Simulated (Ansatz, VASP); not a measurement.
**ZnO in VASP and in Ansatz**

Contents of INCAR:

```
ALGO     = Normal         # electronic algorithm
EDIFF    = 1E-6           # SCF threshold, eV
EDIFFG   = -0.01          # ionic threshold
ENCUT    = 600            # plane-wave cutoff, eV
GGA      = PE             # functional
IBRION   = 2              # ionic algorithm
ISIF     = 3              # what is computed and relaxed
ISMEAR   = 0              # smearing method
LASPH    = T              # aspherical terms in the spheres
LCHARG   = F              # write CHGCAR
LREAL    = F              # projectors in reciprocal space
LWAVE    = F              # write WAVECAR
NELM     = 100            # most SCF steps
NSW      = 80             # ionic steps
PREC     = Accurate       # precision mode
SIGMA    = 0.02           # smearing width, eV
```

KPOINTS

```
k-points
0
Gamma
  12 12 6
```

Contents of POSCAR:

```
ZnO
1.0
    3.2805299151      0.0000000000      0.0000000000
   -1.6402649576      2.8410222443      0.0000000000
    0.0000000000      0.0000000000      5.2881641801
Zn O
2 2
Direct
    0.0000000000      0.0000000000     -0.0021315823
    0.3333333333      0.6666666667      0.4978684177
    0.0000000000      0.0000000000      0.3771320823
    0.3333333333      0.6666666667      0.8771320823
```

Input for Ansatz:

```yaml
crystal:
  lattice:
    - [3.2805299151, 0.0, 0.0]
    - [-1.6402649576, 2.8410222443, 0.0]
    - [0.0, 0.0, 5.2881641801]
  atoms:
    - { symbol: Zn, position: [0.0, 0.0, -0.0021315823] }
    - { symbol: Zn, position: [0.3333333333, 0.6666666667, 0.4978684177] }
    - { symbol: O, position: [0.0, 0.0, 0.3771320823] }
    - { symbol: O, position: [0.3333333333, 0.6666666667, 0.8771320823] }
basis:
  ecutwfc: 420
kpoints:
  mp_grid: { grid: [12, 12, 6] }
hamiltonian:
  xc: pbe
scf:
  occupations: { method: gaussian, width: 0.02 }
output:
  forces: true
  stress: true
  eigenvalues: true
relax:
  adjacent_minimum: "off"
  f_tol: 0.01
  max_steps: 60
  cell: { stress_tol: 0.1 }
```

Alike in both runs: task relaxation of cell and atoms; functional PBE; k mesh 12 × 12 × 6; occupations gaussian, width 0.02 eV; no spin polarisation.

|  | VASP | Ansatz |
| --- | --- | --- |
| version | VASP 6.6.1 | Ansatz 0.2.0 |
| potentials or method | VASP PAW PBE potentials, release 64 (Zn, O), cutoff 600 eV | scalar-relativistic, plane waves, PAW |
| valence electrons in the cell | 36 | 36 |

```tsv
	VASP	Ansatz	Ansatz less VASP
gap on the k mesh at the Fermi level, each at its own relaxed structure (eV)	0.72	0.74	+0.023
relaxed volume (Å³/atom)	12.39	12.32	-0.069
relaxed cell length with the largest relative difference (Å)	3.286	3.280	-0.0064
```
